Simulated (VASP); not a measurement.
# Na2HgH4 (I4/mmm) in VASP: single point with PBE

Aim: the single point of Na2HgH4 with PBE.

Everything below comes from runs of VASP 6.6.1. Logs are shortened: lines on timing, memory, paths and dates and some standing lists are left out, and cuts for length are marked.

## 1. The cell of the first run

The structure is tetragonal, space group I4/mmm (No. 139). Conventional cell: a = 4.653 Å, b = 4.653 Å, c = 10.151 Å, α = 90.00°, β = 90.00°, γ = 90.00°. Within 3.4 Å of Na (site symmetry 4mm) lie 8 H at 2.56 to 2.75 Å and 1 Na at 2.92 Å. Hg (site symmetry 4/mmm) has 4 H at 2.33 Å within 3.1 Å. Within 3.1 Å of H (site symmetry mmm) lie 2 Hg at 2.33 Å and 2 H at 2.54 Å and 4 Na at 2.75 Å. Within 3.3 Å of H (site symmetry -4m2) lie 6 H at 2.54 to 3.29 Å and 4 Na at 2.56 Å.

## 2. Single point, PBE

Contents of INCAR:

```
SYSTEM = Na2HgH4
ALGO     = Normal         ! electronic algorithm
EDIFF    = 1E-6           ! SCF threshold, eV
ENCUT    = 520            ! plane-wave cutoff, eV
GGA      = PE             ! functional
ISIF     = 2              ! what is computed and relaxed
ISMEAR   = 0              ! smearing method
LASPH    = .TRUE.         ! aspherical terms in the spheres
LCHARG   = .TRUE.         ! write CHGCAR
LELF     = .TRUE.         ! ELF
LREAL    = .FALSE.        ! projectors in reciprocal space
LVHAR    = .TRUE.       
LWAVE    = .FALSE.        ! write WAVECAR
NBANDS   = 24             ! bands
NELM     = 80             ! most SCF steps
PREC     = Accurate       ! precision mode
SIGMA    = 0.1            ! smearing width, eV
```

Contents of KPOINTS:

```
k-points
0
G
  6 6 6
  0 0 0
```

Contents of POSCAR:

```
Na2HgH4
1.0
   -2.3265000000      2.3265000000      5.0752698500
    2.3265000000     -2.3265000000      5.0752698500
    2.3265000000      2.3265000000     -5.0752698500
Na Hg H
2 1 4
Direct
    0.6437500000      0.6437500000      0.0000000000
    0.3562500000      0.3562500000      0.0000000000
    0.0000000000      0.0000000000      0.0000000000
    0.0000000000      0.5000000000      0.5000000000
    0.5000000000      0.0000000000      0.5000000000
    0.2500000000      0.7500000000      0.5000000000
    0.7500000000      0.2500000000      0.5000000000
```

Potentials or basis: VASP PAW PBE potentials, release 64 (Na_pv, Hg, H).

Started as:

```
cat potpaw_PBE.64/Na_pv/POTCAR potpaw_PBE.64/Hg/POTCAR potpaw_PBE.64/H/POTCAR > POTCAR
mpirun -np 1 vasp_std > vasp.out
```

OUTCAR:

```text
SYSTEM = Na2HgH4
   EDIFF = 1E-6
   ENCUT = 520
   GGA = PE
   ISIF = 2
   ISMEAR = 0
   LASPH = .TRUE.
   LREAL = .FALSE.
   NELM = 80
   PREC = Accurate

 ion  position               nearest neighbor table
   1  0.644  0.644  0.000-
   2  0.356  0.356  0.000-
   3  0.000  0.000  0.000-   4 2.33   5 2.33   4 2.33   5 2.33
   4  0.000  0.500  0.500-   3 2.33   3 2.33
   5  0.500  0.000  0.500-   3 2.33   3 2.33
   6  0.250  0.750  0.500-
   7  0.750  0.250  0.500-

  LATTYP: Found a body centered tetragonal cell.
 ALAT       =     4.6530000000
 C/A-ratio  =     2.1815043413

  Lattice vectors:

 A1 = (  -2.3265000000,   2.3265000000,   5.0752698500)
 A2 = (   2.3265000000,  -2.3265000000,   5.0752698500)
 A3 = (   2.3265000000,   2.3265000000,  -5.0752698500)

Analysis of symmetry for initial positions (statically):
=====================================================================
 Subroutine PRICEL returns:
 Original cell was already a primitive cell.

 Routine SETGRP: Setting up the symmetry group for a
 body centered tetragonal supercell.

 Subroutine GETGRP returns: Found 16 space group operations
 (whereof 16 operations were pure point group operations)
 out of a pool of 16 trial point group operations.

The static configuration has the point symmetry D_4h.

Analysis of symmetry for dynamics (positions and initial velocities):
=====================================================================
 Subroutine PRICEL returns:
 Original cell was already a primitive cell.

 Routine SETGRP: Setting up the symmetry group for a
 body centered tetragonal supercell.

 Subroutine GETGRP returns: Found 16 space group operations
 (whereof 16 operations were pure point group operations)
 out of a pool of 16 trial point group operations.

The dynamic configuration has the point symmetry D_4h.

 Subroutine INISYM returns: Found 16 space group operations
 (whereof 16 operations are pure point group operations),
 and found     1 'primitive' translations

----------------------------------------------------------------------------------------

                                     Primitive cell

  volume of cell :     109.8817

  direct lattice vectors                    reciprocal lattice vectors
    -2.326500000  2.326500000  5.075269850     0.000000000  0.214915109  0.098516929
     2.326500000 -2.326500000  5.075269850     0.214915109  0.000000000  0.098516929
     2.326500000  2.326500000 -5.075269850     0.214915109  0.214915109  0.000000000

  length of vectors
     6.048435215  6.048435215  6.048435215     0.236419308  0.236419308  0.303935861

  position of ions in fractional coordinates (direct lattice)
     0.643750000  0.643750000  0.000000000
     0.356250000  0.356250000  0.000000000
     0.000000000  0.000000000  0.000000000
     0.000000000  0.500000000  0.500000000
     0.500000000  0.000000000  0.500000000
     0.250000000  0.750000000  0.500000000
     0.750000000  0.250000000  0.500000000

  ion indices of the primitive-cell ions
   primitive index   ion index
                 1           1
                 2           2
                 3           3
                 4           4
                 5           5
                 6           6
                 7           7

----------------------------------------------------------------------------------------

 KPOINTS: k-points

Automatic generation of k-mesh.
 Grid dimensions read from file:
 generate k-points for:    6    6    6

 Generating k-lattice:

  Cartesian coordinates                     Fractional coordinates (reciprocal lattice)
     0.000000000  0.035819185  0.016419488     0.166666667  0.000000000  0.000000000
     0.035819185  0.000000000  0.016419488     0.000000000  0.166666667  0.000000000
     0.035819185  0.035819185  0.000000000     0.000000000  0.000000000  0.166666667

  Length of vectors
     0.039403218  0.039403218  0.050655977

  Shift w.r.t. Gamma in fractional coordinates (k-lattice)
     0.000000000  0.000000000  0.000000000

 Subroutine IBZKPT returns following result:
 ===========================================

 Found     30 irreducible k-points:

 Following reciprocal coordinates:
            Coordinates               Weight
  0.000000  0.000000  0.000000      1.000000
  0.166667  0.000000 -0.000000      8.000000
  0.333333 -0.000000  0.000000      8.000000
  0.500000 -0.000000  0.000000      4.000000
  0.166667  0.166667  0.000000      8.000000
  0.333333  0.166667  0.000000     16.000000
[... 16 lines left out ...]
 -0.333333 -0.333333  0.166667      8.000000
 -0.166667 -0.333333  0.166667      8.000000
 [... further k-points ...]
   k-points           NKPTS =     30   k-points in BZ     NKDIM =     30   number of bands    NBANDS=     24
   number of dos      NEDOS =    301   number of ions     NIONS =      7
   total plane-waves  NPLWV = 110592
   dimension x,y,z NGX =    48 NGY =   48 NGZ =   48
   dimension x,y,z NGXF=    96 NGYF=   96 NGZF=   96
   ions per type =               2   1   4
   NGX,Y,Z   is equivalent  to a cutoff of  13.19, 13.19, 13.19 a.u.
   NGXF,Y,Z  is equivalent  to a cutoff of  26.39, 26.39, 26.39 a.u.
 SYSTEM =  Na2HgH4
   PREC   = accura    normal or accurate (medium, high low for compatibility)
   ISTART =      0    job   : 0-new  1-cont  2-samecut
   ICHARG =      2    charge: 1-file 2-atom 10-const
   ISPIN  =      1    spin polarized calculation?
   LNONCOLLINEAR =      F non collinear calculations
   LSORBIT =      F    spin-orbit coupling
   LASPH  =      T    aspherical Exc in radial PAW
   ENCUT  =  520.0 eV  38.22 Ry    6.18 a.u.  11.25 11.25 11.25*2*pi/ulx,y,z
   NELM   =     80;   NELMIN=  2; NELMDL= -5     # of ELM steps
   EDIFF  = 0.1E-05   stopping-criterion for ELM
   LREAL  =      F    real-space projection
   EDIFFG = 0.1E-04   stopping-criterion for IOM
   NSW    =      0    number of steps for IOM
   IBRION =     -1    ionic relax: 0-MD 1-quasi-New 2-CG
   NFREE  =      0    steps in history (QN), initial steepest desc. (CG)
   ISIF   =      2    stress and relaxation
   ISYM   =      2    0-nonsym 1-usesym 2-fastsym
   POTIM  = 0.5000    time-step for ionic-motion
   TEBEG  =    0.0;   TEEND  =   0.0 temperature during run
   PSTRESS=    0.0 pullay stress
   NELECT =      30.0000    total number of electrons
   NUPDOWN=      -1.0000    fix difference up-down
   EMIN   =  10.00;   EMAX   =-10.00  energy-range for DOS
   EFERMI =   0.00;   METHOD = LEGACY
   ISMEAR =     0;   SIGMA  =   0.10  broadening in eV -4-tet -1-fermi 0-gaus
   EFERMI_NEDOS =   21; number of points for ismear=-14 and -15
   IALGO  =     38    algorithm
   IMIX   =      4    mixing-type and parameters
     AMIX     =   0.40;   BMIX     =  1.00
     AMIX_MAG =   1.60;   BMIX_MAG =  1.00
  volume/ion in A,a.u.               =      15.70       105.93
  Fermi-wavevector in a.u.,A,eV,Ry     =   1.062038  2.006961 15.346355  1.127925
  Thomas-Fermi vector in A             =   2.197475
   LORBIT       =      0    0 simple, 1 ext, 2 COOP (PROOUT), +10 PAW based schemes
   GGA     = PE    functional components
   LHFCALC =     F    Hartree Fock is set to
   AEXX    =    0.0000 exact exchange contribution
   IVDW    =     0    specifies the selected vdW correction
   LEPSILON=     F    determine dielectric tensor
   LRPA    =     F    only Hartree local field effects (RPA)
 non-spin polarized calculation
 Gauss-broadening in eV      SIGMA  =   0.10
  energy-cutoff  :      520.00
  volume of cell :      109.88
 maximum number of plane-waves:      2991
 NGX is ok and might be reduce to    48
   NGX = 23   NGY = 23   NGZ = 23

 number of electron      29.9999999 magnetization

 Free energy of the ion-electron system (eV)
  ---------------------------------------------------
  ext. energy  EPLUGINS =         0.00000000
  ---------------------------------------------------
  free energy    TOTEN  =       -13.57619018 eV

  energy without entropy =      -13.56758479  energy(sigma->0) =      -13.57188748

 E-fermi :  -0.3790     XC(G=0):  -8.0057

 val. band max:       -0.4064622589   @ k =   0.1667   0.1667   0.0000
 cond. band min:      -0.3407977890   @ k =  -0.1667   0.5000   0.1667
 fundamental gap:      0.0656644699
 Fermi energy:        -0.3790427830

 k-point     1 :       0.0000    0.0000    0.0000
  band No.  band energies     occupation
      1     -24.1563      2.00000
      2     -24.0559      2.00000
      3     -24.0155      2.00000
      4     -24.0155      2.00000
      5     -24.0097      2.00000
      6     -24.0097      2.00000
[... 16 lines left out ...]
     23       7.0064      0.00000
     24       9.3478      0.00000

 k-point     2 :       0.1667    0.0000   -0.0000
  band No.  band energies     occupation
      1     -24.1556      2.00000
      2     -24.0565      2.00000
      3     -24.0171      2.00000
      4     -24.0165      2.00000
      5     -24.0092      2.00000
      6     -24.0087      2.00000
[... 16 lines left out ...]
     23       8.0881      0.00000
     24       8.4003      0.00000

 k-point     3 :       0.3333   -0.0000    0.0000
  band No.  band energies     occupation
      1     -24.1543      2.00000
      2     -24.0579      2.00000
      3     -24.0195      2.00000
      4     -24.0178      2.00000
      5     -24.0086      2.00000
      6     -24.0072      2.00000
[... 16 lines left out ...]
     23       7.9368      0.00000
     24       8.4519      0.00000
[... 514 lines left out ...]
 k-point    23 :      -0.3333   -0.3333    0.1667
  band No.  band energies     occupation
      1     -24.1529      2.00000
      2     -24.0594      2.00000
      3     -24.0212      2.00000
      4     -24.0196      2.00000
      5     -24.0065      2.00000
      6     -24.0050      2.00000
[... 16 lines left out ...]
     23       8.1936      0.00000
     24       8.8625      0.00000

 k-point    24 :      -0.1667   -0.3333    0.1667
  band No.  band energies     occupation
      1     -24.1539      2.00000
      2     -24.0585      2.00000
      3     -24.0195      2.00000
      4     -24.0190      2.00000
      5     -24.0067      2.00000
      6     -24.0062      2.00000
[... 16 lines left out ...]
     23       8.3321      0.00000
     24       8.8099      0.00000

 [... further k-points ...]

------------------------ aborting loop because EDIFF is reached ----------------------------------------

  FORCE on cell =-STRESS in cart. coord.  units (eV):
  Direction    XX          YY          ZZ          XY          YZ          ZX
  --------------------------------------------------------------------------------------
  -------------------------------------------------------------------------------------
  Total       -6.4169385     -6.4169385      2.1471852      0.0000000      0.0000000      0.0000000
  in kB      -93.5649562    -93.5649562     31.3079646      0.0000000      0.0000000      0.0000000
  external PRESSURE =     -51.9406493 kB  Pullay stress =       0.0000000 kB

 VOLUME and BASIS-vectors are now :
 -----------------------------------------------------------------------------
  energy-cutoff  :      520.00
  volume of cell :      109.88
      direct lattice vectors                 reciprocal lattice vectors
    -2.326500000  2.326500000  5.075269850     0.000000000  0.214915109  0.098516929
     2.326500000 -2.326500000  5.075269850     0.214915109  0.000000000  0.098516929
     2.326500000  2.326500000 -5.075269850     0.214915109  0.214915109  0.000000000

 POSITION                                       TOTAL-FORCE (eV/Angst)
 -----------------------------------------------------------------------------------
      0.00000      0.00000      6.53441        -0.000000     -0.000000      0.783953
      0.00000      0.00000      3.61613        -0.000000     -0.000000     -0.783953
      0.00000      0.00000      0.00000         0.000000      0.000000      0.000000
      2.32650      0.00000      0.00000         0.000000      0.000000      0.000000
      0.00000      2.32650      0.00000         0.000000      0.000000      0.000000
      2.32650     -0.00000      2.53763         0.000000      0.000000      0.000000
     -0.00000      2.32650      2.53763         0.000000      0.000000      0.000000
 -----------------------------------------------------------------------------------
    total drift:                               -0.000000     -0.000000      0.000000

  FREE ENERGIE OF THE ION-ELECTRON SYSTEM (eV)
  ---------------------------------------------------
  free  energy   TOTEN  =       -13.5761901775 eV

  energy  without entropy=      -13.5675847875  energy(sigma->0) =      -13.57188748
```

It took 2.3 min on 1 thread of Intel Xeon 6975P-C, shared host; peak memory 0.37 GiB.

Results:

- Free energy: -13.5762 eV
- Pressure: -5.2 GPa
- Largest force: 0.784 eV/Å
- Band gap on the k mesh: zero (band 15 reaches 0.86 eV, above the bottom of band 16 at -0.97 eV)

Forces in eV/Å, atoms in the order of the input:
```
Na   0.000  0.000  0.784
Na   0.000  0.000 -0.784
Hg   0.000  0.000  0.000
H    0.000  0.000  0.000
H    0.000  0.000  0.000
H    0.000  0.000  0.000
H    0.000  0.000  0.000
```

Caveat: spin-orbit coupling is left out, which moves the levels of the heavy elements.
